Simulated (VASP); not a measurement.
# Ti (Im-3m) in VASP: further runs

Aim: see how the results for Ti move with the level of theory and the settings. Levels: RPBE+D4, revPBE+D3(BJ), revPBE+D4. Tasks: relaxation of cell and atoms.

Program: VASP 6.6.1. These are calculated values, not measurements. Logs are shortened: lines on timing, memory, paths and dates and some standing lists are left out, and cuts for length are marked.

### Step 1. The cell of the first run

Symmetry: Im-3m, No. 229, cubic system. The conventional cell has a = 3.282 Å, b = 3.282 Å, c = 3.282 Å, α = 90.00°, β = 90.00°, γ = 90.00°. Ti (site symmetry m-3m) has 14 Ti at 2.84 to 3.28 Å within 3.7 Å.

### Step 2. Relaxation of cell and atoms, RPBE+D4

INCAR

```
PREC = Accurate ; ENCUT = 600
EDIFF = 1E-6 ; ISMEAR = -1
SIGMA = 0.05 ; LREAL = False
LASPH = True ; NELM = 60
ALGO = Normal ; ISIF = 3
LWAVE = False ; LCHARG = False
GGA = RP ; IVDW = 13
IBRION = 2 ; NSW = 60
EDIFFG = -0.01
```

KPOINTS

```
regular mesh
0
Gamma
  11 11 11
```

POSCAR

```
Ti
1.0
   -1.6410000000      1.6410000000      1.6410000000
    1.6410000000     -1.6410000000      1.6410000000
    1.6410000000      1.6410000000     -1.6410000000
Ti
1
Direct
    0.0000000000      0.0000000000      0.0000000000
```

Potentials or basis: VASP PAW PBE potentials, release 64 (Ti_sv).

Launch:

```sh
> cat potpaw_PBE.64/Ti_sv/POTCAR > POTCAR
> mpirun -np 1 vasp_std > vasp.out
```

OUTCAR:

```text
PREC = Accurate
   ENCUT = 600
   EDIFF = 1E-6
   ISMEAR = -1
   LREAL = False
   LASPH = True
   NELM = 60
   ISIF = 3
   GGA = RP
   IVDW = 13
   IBRION = 2
   NSW = 60
   EDIFFG = -0.01

 ion  position               nearest neighbor table
   1  0.000  0.000  0.000-

  LATTYP: Found a body centered cubic cell.
 ALAT       =     3.2820000000

  Lattice vectors:

 A1 = (  -1.6410000000,   1.6410000000,   1.6410000000)
 A2 = (   1.6410000000,  -1.6410000000,   1.6410000000)
 A3 = (   1.6410000000,   1.6410000000,  -1.6410000000)

Analysis of symmetry for initial positions (statically):
=====================================================================
 Subroutine PRICEL returns:
 Original cell was already a primitive cell.

 Routine SETGRP: Setting up the symmetry group for a
 body centered cubic supercell.

 Subroutine GETGRP returns: Found 48 space group operations
[... 9 lines left out ...]

 Routine SETGRP: Setting up the symmetry group for a
 body centered cubic supercell.

 Subroutine GETGRP returns: Found 48 space group operations
[... 11 lines left out ...]
                                     Primitive cell

  volume of cell :      17.6761

  direct lattice vectors                    reciprocal lattice vectors
    -1.641000000  1.641000000  1.641000000     0.000000000  0.304692261  0.304692261
     1.641000000 -1.641000000  1.641000000     0.304692261  0.000000000  0.304692261
     1.641000000  1.641000000 -1.641000000     0.304692261  0.304692261  0.000000000

  length of vectors
     2.842295375  2.842295375  2.842295375     0.430899928  0.430899928  0.430899928

  position of ions in fractional coordinates (direct lattice)
     0.000000000  0.000000000  0.000000000

  ion indices of the primitive-cell ions
   primitive index   ion index
                 1           1

----------------------------------------------------------------------------------------

 KPOINTS: regular mesh

Automatic generation of k-mesh.
 Grid dimensions read from file:
 generate k-points for:   11   11   11

 Generating k-lattice:

  Cartesian coordinates                     Fractional coordinates (reciprocal lattice)
     0.000000000  0.027699296  0.027699296     0.090909091  0.000000000  0.000000000
     0.027699296  0.000000000  0.027699296     0.000000000  0.090909091  0.000000000
     0.027699296  0.027699296  0.000000000     0.000000000  0.000000000  0.090909091

  Length of vectors
     0.039172721  0.039172721  0.039172721

  Shift w.r.t. Gamma in fractional coordinates (k-lattice)
     0.000000000  0.000000000  0.000000000

[... 40 lines left out ...]
 SYSTEM =  unknown system
   PREC   = accura    normal or accurate (medium, high low for compatibility)
   ISTART =      0    job   : 0-new  1-cont  2-samecut
   ICHARG =      2    charge: 1-file 2-atom 10-const
   ISPIN  =      1    spin polarized calculation?
   LNONCOLLINEAR =      F non collinear calculations
   LSORBIT =      F    spin-orbit coupling
   LASPH  =      T    aspherical Exc in radial PAW
   ENCUT  =  600.0 eV  44.10 Ry    6.64 a.u.   5.68  5.68  5.68*2*pi/ulx,y,z
   NELM   =     60;   NELMIN=  2; NELMDL= -5     # of ELM steps
   EDIFF  = 0.1E-05   stopping-criterion for ELM
   LREAL  =      F    real-space projection
   EDIFFG = -.1E-01   stopping-criterion for IOM
   NSW    =     60    number of steps for IOM
   IBRION =      2    ionic relax: 0-MD 1-quasi-New 2-CG
   NFREE  =      1    steps in history (QN), initial steepest desc. (CG)
   ISIF   =      3    stress and relaxation
   ISYM   =      2    0-nonsym 1-usesym 2-fastsym
   POTIM  = 0.5000    time-step for ionic-motion
   TEBEG  =    0.0;   TEEND  =   0.0 temperature during run
   PSTRESS=    0.0 pullay stress
   NELECT =      12.0000    total number of electrons
   NUPDOWN=      -1.0000    fix difference up-down
   EMIN   =  10.00;   EMAX   =-10.00  energy-range for DOS
   EFERMI =   0.00;   METHOD = LEGACY
   ISMEAR =    -1;   SIGMA  =   0.05  broadening in eV -4-tet -1-fermi 0-gaus
   EFERMI_NEDOS =   21; number of points for ismear=-14 and -15
   IALGO  =     38    algorithm
   IMIX   =      4    mixing-type and parameters
     AMIX     =   0.40;   BMIX     =  1.00
     AMIX_MAG =   1.60;   BMIX_MAG =  1.00
  volume/ion in A,a.u.               =      17.68       119.28
  Fermi-wavevector in a.u.,A,eV,Ry     =   1.438821  2.718977 28.166848  2.070205
  Thomas-Fermi vector in A             =   2.557745
   LORBIT       =      0    0 simple, 1 ext, 2 COOP (PROOUT), +10 PAW based schemes
   GGA     = RP    functional components
   LHFCALC =     F    Hartree Fock is set to
   AEXX    =    0.0000 exact exchange contribution
   IVDW    =    13    specifies the selected vdW correction
   LEPSILON=     F    determine dielectric tensor
   LRPA    =     F    only Hartree local field effects (RPA)
 conjugate gradient relaxation of ions
 non-spin polarized calculation
  energy-cutoff  :      600.00
  volume of cell :       17.68
 maximum number of plane-waves:       603
   NGX = 11   NGY = 11   NGZ = 11

--------------------------------------- Ionic step        1  -------------------------------------------

 number of electron      12.0000001 magnetization

 Free energy of the ion-electron system (eV)
  ---------------------------------------------------
  ext. energy  EPLUGINS =         0.00000000
  ---------------------------------------------------
  free energy    TOTEN  =        -7.33053199 eV

  energy without entropy =       -7.30759828  energy(sigma->0) =       -7.31906513

------------------------ aborting loop because EDIFF is reached ----------------------------------------

  DFT-D4 for vdW energy calculation

  Edisp (eV):   -0.35688
[... 69 lines left out ...]
--------------------------------------- Ionic step        3  -------------------------------------------

 number of electron      11.9999996 magnetization

 Free energy of the ion-electron system (eV)
  ---------------------------------------------------
  ext. energy  EPLUGINS =         0.00000000
  ---------------------------------------------------
  free energy    TOTEN  =        -7.32494473 eV

  energy without entropy =       -7.30317874  energy(sigma->0) =       -7.31406174

 E-fermi :   8.3074     XC(G=0): -11.4346

 val. band max:        8.3071550607   @ k =  -0.4545  -0.4545   0.0909
 cond. band min:       8.3107298689   @ k =  -0.4545  -0.4545   0.0909
 fundamental gap:      0.0035748082
 Fermi energy:         8.3073922565

 k-point     1 :       0.0000    0.0000    0.0000
  band No.  band energies     occupation
      1     -48.3362      2.00000
      2     -24.1147      2.00000
      3     -24.1147      2.00000
      4     -24.1147      2.00000
      5       2.3144      2.00000
      6       9.3271      0.00000
      7       9.3271      0.00000
      8       9.3271      0.00000
      9      11.0988      0.00000
     10      11.0988      0.00000
[... 287 lines left out ...]
 k-point    24 :       0.3636    0.1818    0.0909
  band No.  band energies     occupation
      1     -48.1939      2.00000
      2     -24.6789      2.00000
      3     -24.4211      2.00000
      4     -24.2243      2.00000
      5       6.8387      2.00000
      6       7.7117      1.99999
      7       8.3495      0.60247
      8      11.2886      0.00000
      9      11.4847      0.00000
     10      14.7026      0.00000

 [... further k-points ...]

------------------------ aborting loop because EDIFF is reached ----------------------------------------

  DFT-D4 for vdW energy calculation

  Edisp (eV):   -0.36674
[... 24 lines left out ...]
  FREE ENERGIE OF THE ION-ELECTRON SYSTEM (eV)
  ---------------------------------------------------
  free  energy   TOTEN  =        -7.6916858874 eV

  energy  without entropy=       -7.6699199017  energy(sigma->0) =       -7.68080289

 reached required accuracy - stopping structural energy minimisation
```

OSZICAR:

```text
N       E                     dE             d eps       ncg     rms          rms(c)
DAV:   1     0.802859706634E+02    0.80286E+02   -0.73673E+03  1120   0.160E+03
DAV:   2    -0.385522671280E+01   -0.84141E+02   -0.82883E+02  1142   0.326E+02
DAV:   3    -0.823037787990E+01   -0.43752E+01   -0.43095E+01  1570   0.755E+01
[... 25 lines left out ...]
DAV:   3    -0.732288518089E+01    0.67431E-03   -0.13263E-02  1540   0.858E-01    0.117E-01
DAV:   4    -0.732398374746E+01   -0.10986E-02   -0.25125E-03  1522   0.298E-01    0.864E-02
DAV:   5    -0.732489522659E+01   -0.91148E-03   -0.19322E-03  1532   0.227E-01    0.483E-02
DAV:   6    -0.732492999498E+01   -0.34768E-04   -0.84615E-05  1282   0.805E-02    0.263E-02
DAV:   7    -0.732494547987E+01   -0.15485E-04   -0.50534E-05  1278   0.811E-02    0.129E-02
DAV:   8    -0.732494472807E+01    0.75180E-06   -0.42580E-06  1096   0.227E-02
   3 F= -.76916859E+01 E0= -.76808029E+01  d E =-.427517E-02
```

It took 44 s on 1 thread of Intel Xeon 8259CL, shared host; peak memory 0.15 GiB.

What came out:

* Free energy: -7.6917 eV
* Relaxed volume: 17.19 Å³/atom
* Relaxed cell: a = 2.816 Å, b = 2.816 Å, c = 2.816 Å, α = 109.47°, β = 109.47°, γ = 109.47°
* Space group after relaxing (to 0.05 Å): Im-3m (No. 229)
* Energy gained by relaxing: 4.3 meV/atom
* Ionic steps: 3
* Pressure after relaxing: 0.0 GPa
* Band gap on the k mesh: zero (band 6 reaches 9.34 eV, above the bottom of band 7 at 7.71 eV)
* Dispersion energy per atom: -0.367 eV

Step by step:
```csv
step,energy change (eV),largest force (eV/Å),pressure (GPa),volume (Å³)
1,0.0000,0.0000,-2.73,17.68
2,-0.0029,0.0000,1.66,16.92
3,-0.0043,0.0000,0.00,17.19
```

Final structure:
```yaml
crystal:
  lattice:
    - [-1.62572, 1.62572, 1.62572]
    - [1.62572, -1.62572, 1.62572]
    - [1.62572, 1.62572, -1.62572]
  atoms:
    - { symbol: Ti, position: [0.00000, 0.00000, 0.00000] }
```

Caveat: the PAW data sets were made with another functional, which shifts forces and pressure a little; pairwise dispersion overbinds metals, which lowers pressure and volume.

[end of part 1 of 2]
